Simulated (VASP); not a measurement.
Wanted: the native input for a VASP 6.6.1 run.

| Item | Value |
| --- | --- |
| Task | single point |
| Functional | PBEsol |
| Potentials or basis | VASP PAW PBE potentials, release 64 (P, B) |
| Cutoff | 520 eV |
| k mesh | 10 × 10 × 10 |
| Occupations | fermi-dirac, width 0.05 eV |
| Spin | no spin polarisation |
| Dipole correction | no |
| Further INCAR settings | ALGO = Normal; EDIFF = 1e-06; NBANDS = 11 |

The structure of BP lies in POSCAR:

```
BP
1.0
    0.0000000000      2.2537713532      2.2537713532
    2.2537713532      0.0000000000      2.2537713532
    2.2537713532      2.2537713532      0.0000000000
P B
1 1
Direct
    0.7500000000      0.7500000000      0.7500000000
    0.0000000000      0.0000000000      0.0000000000
```

The input as run:

INCAR

```
SYSTEM = BP
ALGO     = Normal         ! electronic algorithm
EDIFF    = 1E-6           ! SCF threshold, eV
ENCUT    = 520            ! plane-wave cutoff, eV
GGA      = PS             ! functional
ISIF     = 2              ! what is computed and relaxed
ISMEAR   = -1             ! smearing method
LASPH    = .True.         ! aspherical terms in the spheres
LCHARG   = .False.        ! write CHGCAR
LREAL    = .False.        ! projectors in reciprocal space
LWAVE    = .False.        ! write WAVECAR
NBANDS   = 11             ! bands
NELM     = 60             ! most SCF steps
PREC     = Accurate       ! precision mode
SIGMA    = 0.05           ! smearing width, eV
```

KPOINTS

```
k-points
0
Gamma
  10 10 10
  0 0 0
```

Potentials or basis: VASP PAW PBE potentials, release 64 (P, B).

The run is started by

```console
$ cat potpaw_PBE.64/P/POTCAR potpaw_PBE.64/B/POTCAR > POTCAR
$ mpirun -np 1 vasp_std > vasp.out
```

It gave:

| Quantity | Value |
| --- | --- |
| Pressure | 1.5 GPa |
| Band gap on the k mesh | 1.10 eV, indirect (least direct gap 3.39 eV) |

Caveat: the PAW data sets were made with another functional, which shifts forces and pressure a little.

It took 4.7 s on 1 thread of Intel(R) Xeon(R) Platinum 8488C (Sapphire Rapids), on a shared host, peak memory 0.13 GiB.
